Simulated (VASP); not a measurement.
**TiAl: single point with PBE**

The system is TiAl.

```xyz
4
Lattice="-2.6982 2.6982 2.5918 2.6982 -2.6982 2.5918 2.6982 2.6982 -2.5918" Properties=species:S:1:pos:R:3 pbc="T T T"
Ti    0.0000    0.0000    3.8877
Ti    0.0000    0.0000    1.2959
Al    0.0000    2.6982    1.2959
Al    2.6982    0.0000    1.2959
```

The cell was built from a structure type or drawn by symmetry, and may not be a known phase.

```
Program             : VASP 6.6.1
Task                : single point
Functional          : PBE
Potentials or basis : VASP PAW PBE potentials, release 64 (Ti_sv, Al)
Cutoff              : 520 eV
k mesh              : 6 × 6 × 6
Occupations         : gaussian, width 0.1 eV
Spin                : no spin polarisation
```

```yaml
Pressure: -0.1 GPa
Band_gap_on_the_k_mesh: zero (bands 15 and 16 overlap by 1.22 eV)
```

Levels at points of the mesh, in eV from the Fermi level:
```tsv
k point	band 11	band 12	band 13	band 14	band 15	band 16	band 17	band 18	band 19	band 20
(0.00, 0.00, 0.00)	-1.51	-1.51	-1.28	-1.25	-0.77	0.45	1.14	1.14	1.90	1.90
(0.50, 0.00, 0.00)	-1.55	-1.55	-1.39	-1.39	0.48	0.48	0.89	0.89	1.12	1.12
(0.50, 0.50, 0.00)	-3.16	-1.27	-1.10	-1.08	-0.96	-0.06	0.39	1.46	1.53	2.05
(0.50, 0.50, 0.50)	-2.92	-2.72	-2.72	-1.59	-0.33	-0.33	0.42	1.23	1.31	1.71
```

It took 53 s on 1 thread of Intel(R) Xeon(R) Platinum 8488C (Sapphire Rapids), on a shared host, peak memory 0.22 GiB.
